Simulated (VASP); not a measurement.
## ZrB6: relaxation of cell and atoms with PBE

The system is ZrB6.

```
Zr B
1.0
     4.05038    0.00000    0.00000
     0.00000    4.05038    0.00000
     0.00000    0.00000    4.05038
Zr B
1 6
Direct
  0.00000 0.00000 0.00000
  0.50000 0.50000 0.19749
  0.50000 0.50000 0.80251
  0.19749 0.50000 0.50000
  0.80251 0.50000 0.50000
  0.50000 0.19749 0.50000
  0.50000 0.80251 0.50000
```

```
Program                : VASP 6.6.1
Task                   : relaxation of cell and atoms
Functional             : PBE
Potentials or basis    : VASP PAW PBE potentials, release 64 (Zr_sv, B)
Cutoff                 : 600 eV
k mesh                 : 10 × 10 × 10
Occupations            : gaussian, width 0.1 eV
Spin                   : no spin polarisation
Dipole correction      : no
Further INCAR settings : ALGO = Normal; EDIFF = 1e-06; IBRION = 2; EDIFFG = -0.01; NSW = 100; ISIF = 3
```

```json
{"Relaxed volume": "9.50 Å³/atom", "Relaxed cell": "a = 4.051 Å, b = 4.051 Å, c = 4.051 Å, α = 90.00°, β = 90.00°, γ = 90.00°", "Space group after relaxing (to 0.05 Å)": "Pm-3m (No. 221)", "Energy gained by relaxing": "0.0 meV/atom", "Ionic steps": "3", "Pressure after relaxing": "0.1 GPa", "Largest force after relaxing": "0.007 eV/Å", "Band gap on the k mesh": "zero (band 15 reaches 9.25 eV, above the bottom of band 16 at 7.68 eV)"}
```

Forces in eV/Å, atoms in the order of the input:
```
Zr   0.000  0.000  0.000
B    0.000  0.000  0.007
B    0.000  0.000 -0.007
B    0.007  0.000  0.000
B   -0.007  0.000  0.000
B    0.000  0.007  0.000
B    0.000 -0.007  0.000
```

Final structure:
```
Zr B
1.0
     4.05119    0.00000    0.00000
     0.00000    4.05119    0.00000
     0.00000    0.00000    4.05119
Zr B
1 6
Cartesian
  0.0000 4.0512 0.0000
  2.0256 2.0256 0.7996
  2.0256 2.0256 3.2516
  0.7996 2.0256 2.0256
  3.2516 2.0256 2.0256
  2.0256 0.7996 2.0256
  2.0256 3.2516 2.0256
```

Levels at points of the mesh, in eV from the Fermi level:
| k point | band 12 | band 13 | band 14 | band 15 | band 16 | band 17 | band 18 | band 19 |
| --- | --- | --- | --- | --- | --- | --- | --- | --- |
| (0.00, 0.00, 0.00) | -2.33 | -2.33 | -2.33 | -0.17 | -0.17 | 1.03 | 1.03 | 1.03 |
| (0.50, 0.00, 0.00) | -4.13 | -3.59 | -3.24 | -1.37 | -0.01 | 0.18 | 0.18 | 0.81 |
| (0.50, 0.50, 0.00) | -4.93 | -3.16 | -3.16 | 0.36 | 0.65 | 1.14 | 1.33 | 1.33 |
| (0.50, 0.50, 0.50) | -2.70 | -2.70 | -2.70 | 0.93 | 0.93 | 1.43 | 1.43 | 1.72 |

Run time: 3.3 min on 1 thread of AMD EPYC 7R13 Processor (Zen 3) (shared host), peak memory 0.2 GiB.
